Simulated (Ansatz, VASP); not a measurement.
# GaOsC4N4: VASP beside Ansatz

```
Ga Os C N
1.0
     5.89734    0.00000    0.00000
     0.00000    5.89734    0.00000
     0.00000    0.00000    5.89734
Ga Os C N
1 1 4 4
Direct
  0.00000 0.00000 0.00000
  0.50000 0.50000 0.50000
  0.19183 0.19183 0.19183
  0.19183 0.80817 0.80817
  0.80817 0.19183 0.80817
  0.80817 0.80817 0.19183
  0.30700 0.30700 0.30700
  0.30700 0.69300 0.69300
  0.69300 0.30700 0.69300
  0.69300 0.69300 0.30700
```

Alike in both runs: functional PBE; k mesh 4 × 4 × 4; occupations gaussian, width 0.1 eV; collinear spin.

Ansatz relaxed the structure, and its values are those at the end. VASP's run is a single point on that final structure, the one shown.

```csv
,VASP,Ansatz
version,VASP 6.6.1,Ansatz 0.2.0
potentials or method,"VASP PAW PBE potentials, release 64 (Ga_d, Os, C, N), cutoff 520 eV","scalar-relativistic, plane waves, PAW"
valence electrons in the cell,57,65
```

|  | VASP | Ansatz | Ansatz less VASP |
| --- | --- | --- | --- |
| gap on the k mesh at the Fermi level (eV) | 0.31 | 0.31 | -0.003 |
| least direct gap on the mesh (eV) | 0.71 | 0.71 | -0.002 |
| pressure (GPa) | 0.7 | 0.3 | -0.45 |
| rms of the force components (eV/Å) | 0.134 | 0.009 | -0.1243 |
| net moment per atom (μB) | 0.30 | 0.30 | 0.000 |
| size of the moment on the site where the two differ most (μB) | 1.72 | 0.96 | -0.755 |

Site moments also hang on the region over which each program counts them. VASP's potentials hold 57 valence electrons a cell and Ansatz's 65, so a difference there can come from the potentials and not from the codes.

Neither program's run includes spin-orbit coupling. Noted on VASP's run: the standard files for N, O and F lose accuracy on very short bonds.
